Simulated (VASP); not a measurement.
Sn5Ge:

```
Sn Ge
1.0
     2.36949   -7.10848    0.00000
     2.36949    7.10848    0.00000
     0.00000    0.00000    4.73899
Sn Ge
5 1
Direct
  0.66667 0.33333 0.00000
  0.16667 0.83333 0.50000
  0.33333 0.66667 0.00000
  0.50000 0.50000 0.50000
  0.83333 0.16667 0.50000
  0.00000 0.00000 0.00000
```

- Program: VASP 6.6.1
- Task: relaxation of cell and atoms
- Functional: PBE
- Potentials or basis: VASP PAW PBE potentials, release 64 (Sn_d, Ge_d)
- Cutoff: 500 eV
- k mesh: 8 × 8 × 8
- Occupations: gaussian, width 0.1 eV
- Spin: no spin polarisation

At the start: pressure -0.0 GPa; volume 26.61 Å³/atom.

**Question.** Where does the relaxation end?

**Answer.** Over 7 steps the energy falls by 7.8 meV/atom and the volume is 26.55 Å³/atom (-0.2 %); space group Cmmm (No. 65, to 0.1 Å) before and after.

The path:
```csv
step,energy change (eV),largest force (eV/Å),pressure (GPa),volume (Å³)
1,0.0000,0.2857,-0.04,159.64
2,-0.0138,0.2413,-0.03,159.47
3,-0.0413,0.1054,0.08,158.96
4,-0.0213,0.2079,0.66,157.89
5,-0.0463,0.0106,0.22,158.63
6,-0.0460,0.0060,-0.27,160.23
7,-0.0467,0.0088,0.00,159.31
```

Final structure:
```yaml
crystal:
  lattice:
    - [2.39955, -7.01897, 0.00000]
    - [2.39955, 7.01897, 0.00000]
    - [0.00000, 0.00000, 4.72956]
  atoms:
    - { symbol: Sn, position: [0.66090, 0.33910, 0.00000] }
    - { symbol: Sn, position: [0.16169, 0.83831, 0.50000] }
    - { symbol: Sn, position: [0.33910, 0.66090, 0.00000] }
    - { symbol: Sn, position: [0.50000, 0.50000, 0.50000] }
    - { symbol: Sn, position: [0.83831, 0.16169, 0.50000] }
    - { symbol: Ge, position: [0.00000, 0.00000, 0.00000] }
```
